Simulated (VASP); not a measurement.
# P (R-3m) in VASP: single point with r2SCAN

Aim: the single point of P with r2SCAN.

Everything below comes from runs of VASP 6.6.1. Logs are shortened: lines on timing, memory, paths and dates and some standing lists are left out, and cuts for length are marked.

## Step 1: The cell of the first run

It takes space group R-3m (No. 166, trigonal). Conventional cell: a = 3.451 Å, b = 3.451 Å, c = 9.389 Å, α = 90.00°, β = 90.00°, γ = 120.00°. Within 3.0 Å of P (site symmetry 3m) lie 6 P at 2.29 to 2.82 Å.

## Step 2: Single point, r2SCAN

POSCAR

```
P
1.0
    1.7257251780      0.9963478961      3.1296800121
   -1.7257251780      0.9963478961      3.1296800121
    0.0000000000     -1.9926957921      3.1296800121
P
2
Direct
    0.2270802500      0.2270802500      0.2270802500
    0.7729197500      0.7729197500      0.7729197500
```

INCAR.step1

```
ALGO = Normal
EDIFF = 1E-4
ENCUT = 520
GGA = PE
ISMEAR = 0
LASPH = T
LCHARG = F
LREAL = F
LWAVE = T
NBANDS = 12
NELM = 100
PREC = Accurate
SIGMA = 0.15
```

INCAR.step2

```
ALGO = Normal
EDIFF = 1E-6
ENCUT = 520
ISIF = 2
ISMEAR = 0
ISTART = 1
LASPH = T
LCHARG = F
LMIXTAU = T
LREAL = F
LWAVE = F
METAGGA = R2SCAN
NBANDS = 12
NELM = 100
PREC = Accurate
SIGMA = 0.15
```

KPOINTS

```
k-points
0
Gamma
  18 18 18
```

Potentials or basis: VASP PAW PBE potentials, release 64 (P).

The run is started by

```console
$ cat potpaw_PBE.64/P/POTCAR > POTCAR
$ cp INCAR.step1 INCAR
$ mpirun -np 1 vasp_std > vasp.out
$ cp INCAR.step2 INCAR
$ mpirun -np 1 vasp_std > vasp.out
```

OUTCAR:

```text
EDIFF = 1E-6
   ENCUT = 520
   ISIF = 2
   ISMEAR = 0
   ISTART = 1
   LASPH = T
   LREAL = F
   METAGGA = R2SCAN
   NELM = 100
   PREC = Accurate

 ion  position               nearest neighbor table
   1  0.227  0.227  0.227-   2 2.29   2 2.29   2 2.29   2 2.82   2 2.82   2 2.82
   2  0.773  0.773  0.773-   1 2.29   1 2.29   1 2.29   1 2.82   1 2.82   1 2.82

  LATTYP: Found a trigonal (rhomboedric) cell.
 ALAT       =     3.7102201415
 COS(alpha) =     0.5673129383

  Lattice vectors:

 A1 = (   1.7257251780,   0.9963478961,   3.1296800121)
 A2 = (  -1.7257251780,   0.9963478961,   3.1296800121)
 A3 = (   0.0000000000,  -1.9926957921,   3.1296800121)

Analysis of symmetry for initial positions (statically):
=====================================================================
 Subroutine PRICEL returns:
 Original cell was already a primitive cell.

 Routine SETGRP: Setting up the symmetry group for a
 trigonal (rhombohedral) supercell.

 Subroutine GETGRP returns: Found 12 space group operations
 (whereof 12 operations were pure point group operations)
 out of a pool of 12 trial point group operations.

The static configuration has the point symmetry D_3d.

Analysis of symmetry for dynamics (positions and initial velocities):
=====================================================================
 Subroutine PRICEL returns:
 Original cell was already a primitive cell.

 Routine SETGRP: Setting up the symmetry group for a
 trigonal (rhombohedral) supercell.

 Subroutine GETGRP returns: Found 12 space group operations
 (whereof 12 operations were pure point group operations)
 out of a pool of 12 trial point group operations.

The dynamic configuration has the point symmetry D_3d.

 Subroutine INISYM returns: Found 12 space group operations
 (whereof 12 operations are pure point group operations),
 and found     1 'primitive' translations

----------------------------------------------------------------------------------------

                                     Primitive cell

  volume of cell :      32.2875

  direct lattice vectors                    reciprocal lattice vectors
     1.725725178  0.996347896  3.129680012     0.289733271  0.167277582  0.106507161
    -1.725725178  0.996347896  3.129680012    -0.289733271  0.167277582  0.106507161
     0.000000000 -1.992695792  3.129680012     0.000000000 -0.334555164  0.106507161

  length of vectors
     3.710220141  3.710220141  3.710220141     0.351099605  0.351099605  0.351099605

  position of ions in fractional coordinates (direct lattice)
     0.227080250  0.227080250  0.227080250
     0.772919750  0.772919750  0.772919750

  ion indices of the primitive-cell ions
   primitive index   ion index
                 1           1
                 2           2

----------------------------------------------------------------------------------------

 KPOINTS: k-points

Automatic generation of k-mesh.
 Grid dimensions read from file:
 generate k-points for:   18   18   18

 Generating k-lattice:

  Cartesian coordinates                     Fractional coordinates (reciprocal lattice)
     0.016096293  0.009293199  0.005917065     0.055555556  0.000000000  0.000000000
    -0.016096293  0.009293199  0.005917065     0.000000000  0.055555556  0.000000000
     0.000000000 -0.018586398  0.005917065    -0.000000000 -0.000000000  0.055555556

  Length of vectors
     0.019505534  0.019505534  0.019505534

  Shift w.r.t. Gamma in fractional coordinates (k-lattice)
     0.000000000  0.000000000  0.000000000

 Subroutine IBZKPT returns following result:
 ===========================================

 Found    580 irreducible k-points:

 Following reciprocal coordinates:
            Coordinates               Weight
  0.000000  0.000000  0.000000      1.000000
  0.055556 -0.000000  0.000000      6.000000
  0.111111 -0.000000  0.000000      6.000000
  0.166667 -0.000000 -0.000000      6.000000
  0.222222  0.000000  0.000000      6.000000
  0.277778 -0.000000 -0.000000      6.000000
[... 16 lines left out ...]
 -0.277778  0.055556  0.000000     12.000000
 -0.222222  0.055556  0.000000     12.000000
 [... further k-points ...]
   k-points           NKPTS =    580   k-points in BZ     NKDIM =    580   number of bands    NBANDS=     12
   number of dos      NEDOS =    301   number of ions     NIONS =      2
   total plane-waves  NPLWV =  21952
   dimension x,y,z NGX =    28 NGY =   28 NGZ =   28
   dimension x,y,z NGXF=    56 NGYF=   56 NGZF=   56
   ions per type =               2
   NGX,Y,Z   is equivalent  to a cutoff of  12.55, 12.55, 12.55 a.u.
   NGXF,Y,Z  is equivalent  to a cutoff of  25.09, 25.09, 25.09 a.u.
 SYSTEM =  unknown system
   PREC   = accura    normal or accurate (medium, high low for compatibility)
   ISTART =      1    job   : 0-new  1-cont  2-samecut
   ICHARG =      0    charge: 1-file 2-atom 10-const
   ISPIN  =      1    spin polarized calculation?
   LNONCOLLINEAR =      F non collinear calculations
   LSORBIT =      F    spin-orbit coupling
   LASPH  =      T    aspherical Exc in radial PAW
   ENCUT  =  520.0 eV  38.22 Ry    6.18 a.u.   6.90  6.90  6.90*2*pi/ulx,y,z
   NELM   =    100;   NELMIN=  2; NELMDL=  0     # of ELM steps
   EDIFF  = 0.1E-05   stopping-criterion for ELM
   LREAL  =      F    real-space projection
[... 7 lines left out ...]
   TEBEG  =    0.0;   TEEND  =   0.0 temperature during run
   PSTRESS=    0.0 pullay stress
   NELECT =      10.0000    total number of electrons
   NUPDOWN=      -1.0000    fix difference up-down
   EMIN   =  10.00;   EMAX   =-10.00  energy-range for DOS
   EFERMI =   0.00;   METHOD = LEGACY
   ISMEAR =     0;   SIGMA  =   0.15  broadening in eV -4-tet -1-fermi 0-gaus
   EFERMI_NEDOS =   21; number of points for ismear=-14 and -15
   IALGO  =     38    algorithm
   IMIX   =      4    mixing-type and parameters
     AMIX     =   0.40;   BMIX     =  1.00
     AMIX_MAG =   1.60;   BMIX_MAG =  1.00
  volume/ion in A,a.u.               =      16.14       108.94
  Fermi-wavevector in a.u.,A,eV,Ry     =   1.107636  2.093128 16.692396  1.226857
  Thomas-Fermi vector in A             =   2.244152
   LORBIT       =      0    0 simple, 1 ext, 2 COOP (PROOUT), +10 PAW based schemes
   METAGGA = R2SCAN    functional components
   LHFCALC =     F    Hartree Fock is set to
   AEXX    =    0.0000 exact exchange contribution
   IVDW    =     0    specifies the selected vdW correction
   LEPSILON=     F    determine dielectric tensor
   LRPA    =     F    only Hartree local field effects (RPA)
 non-spin polarized calculation
 Gauss-broadening in eV      SIGMA  =   0.15
  energy-cutoff  :      520.00
  volume of cell :       32.29
 maximum number of plane-waves:       886
   NGX = 13   NGY = 13   NGZ = 13

 number of electron      10.0000000 magnetization

 Free energy of the ion-electron system (eV)
  ---------------------------------------------------
  ext. energy  EPLUGINS =         0.00000000
  ---------------------------------------------------
  free energy    TOTEN  =       -17.77577399 eV

  energy without entropy =      -17.77291301  energy(sigma->0) =      -17.77434350

 E-fermi :   9.1115     XC(G=0): -11.2910

 val. band max:        9.1019102140   @ k =  -0.4444   0.0556   0.0000
 cond. band min:       9.1201418507   @ k =   0.5000   0.5000   0.4444
 fundamental gap:      0.0182316367
 Fermi energy:         9.1115495978

 k-point     1 :       0.0000    0.0000    0.0000
  band No.  band energies     occupation
      1      -8.3985      2.00000
      2       5.3619      2.00000
      3       5.5845      2.00000
      4       5.8196      2.00000
      5       5.8196      2.00000
      6      10.5021      0.00000
      7      11.8009      0.00000
      8      11.8009      0.00000
      9      15.1692      0.00000
     10      15.1692      0.00000
     11      16.5165      0.00000
     12      16.5170      0.00000

 k-point     2 :       0.0556   -0.0000    0.0000
  band No.  band energies     occupation
      1      -8.3460      2.00000
      2       4.6447      2.00000
      3       5.5982      2.00000
      4       5.7773      2.00000
      5       6.2762      2.00000
      6      10.6810      0.00000
      7      11.7829      0.00000
      8      11.8017      0.00000
      9      14.8043      0.00000
     10      14.8365      0.00000
     11      15.7378      0.00000
     12      17.0889      0.00000

 k-point     3 :       0.1111   -0.0000    0.0000
  band No.  band energies     occupation
      1      -8.1887      2.00000
      2       3.6037      2.00000
      3       5.4989      2.00000
      4       5.6622      2.00000
      5       6.7766      2.00000
      6      10.9476      0.00000
      7      11.7170      0.00000
      8      11.8318      0.00000
      9      14.0566      0.00000
     10      14.5433      0.00000
     11      15.3676      0.00000
     12      18.1750      0.00000
[... 286 lines left out ...]
 k-point    23 :      -0.2778    0.0556    0.0000
  band No.  band energies     occupation
      1      -6.8581      2.00000
      2      -0.3294      2.00000
      3       4.6493      2.00000
      4       5.7138      2.00000
      5       7.4954      2.00000
      6       9.8973      0.00000
      7       9.9935      0.00000
      8      11.1395      0.00000
      9      15.3116      0.00000
     10      15.8187      0.00000
     11      17.6198      0.00000
     12      21.9705      0.00000

 k-point    24 :      -0.2222    0.0556    0.0000
  band No.  band energies     occupation
      1      -7.3570      2.00000
      2       0.8164      2.00000
      3       4.8089      2.00000
      4       5.7611      2.00000
      5       7.3095      2.00000
      6      10.3206      0.00000
      7      10.5792      0.00000
      8      11.3980      0.00000
      9      14.5308      0.00000
     10      15.3257      0.00000
     11      16.4627      0.00000
     12      20.5808      0.00000

 [... further k-points ...]

------------------------ aborting loop because EDIFF is reached ----------------------------------------

  FORCE on cell =-STRESS in cart. coord.  units (eV):
  Direction    XX          YY          ZZ          XY          YZ          ZX
  --------------------------------------------------------------------------------------
  -------------------------------------------------------------------------------------
  Total        0.0588419      0.0588419     -0.0811427      0.0000000     -0.0000000      0.0000000
  in kB        2.9198687      2.9198687     -4.0264855      0.0000000     -0.0000000      0.0000000
  external PRESSURE =       0.6044173 kB  Pullay stress =       0.0000000 kB

 VOLUME and BASIS-vectors are now :
 -----------------------------------------------------------------------------
  energy-cutoff  :      520.00
  volume of cell :       32.29
      direct lattice vectors                 reciprocal lattice vectors
     1.725725178  0.996347896  3.129680012     0.289733271  0.167277582  0.106507161
    -1.725725178  0.996347896  3.129680012    -0.289733271  0.167277582  0.106507161
     0.000000000 -1.992695792  3.129680012     0.000000000 -0.334555164  0.106507161

 POSITION                                       TOTAL-FORCE (eV/Angst)
 -----------------------------------------------------------------------------------
      0.00000      0.00000      2.13207         0.000000     -0.000000     -0.008124
      0.00000      0.00000      7.25697         0.000000      0.000000      0.008124
 -----------------------------------------------------------------------------------
    total drift:                                0.000000     -0.000000     -0.000000

  FREE ENERGIE OF THE ION-ELECTRON SYSTEM (eV)
  ---------------------------------------------------
  free  energy   TOTEN  =       -17.7757739943 eV

  energy  without entropy=      -17.7729130063  energy(sigma->0) =      -17.77434350
```

It took 19 min on 1 thread of Oxide Virtual Turin-like, shared host; peak memory 0.26 GiB.

Results:

| Quantity | Value |
| --- | --- |
| Free energy | -17.7758 eV |
| Pressure | 0.1 GPa |
| Largest force | 0.008 eV/Å |
| Band gap on the k mesh | zero (bands 5 and 6 overlap by 0.80 eV) |

Forces in eV/Å, atoms in the order of the input:
```
P    0.000  0.000 -0.008
P    0.000  0.000  0.008
```

Levels at points of the mesh, in eV from the Fermi level:
| k point | band 2 | band 3 | band 4 | band 5 | band 6 | band 7 | band 8 | band 9 |
| --- | --- | --- | --- | --- | --- | --- | --- | --- |
| (0.00, 0.00, 0.00) | -3.75 | -3.53 | -3.29 | -3.29 | 1.39 | 2.69 | 2.69 | 6.06 |
| (0.50, 0.00, 0.00) | -12.66 | -4.28 | -3.75 | -0.87 | -0.15 | 0.23 | 0.46 | 9.07 |
| (0.50, 0.50, 0.00) | -10.71 | -7.23 | -5.90 | -5.83 | 0.15 | 6.39 | 7.88 | 8.81 |
| (0.50, 0.50, 0.50) | -11.55 | -3.19 | -3.19 | -0.26 | -0.26 | 0.24 | 2.43 | 9.35 |

Caveat: the PAW data sets were made with another functional, which shifts forces and pressure a little.
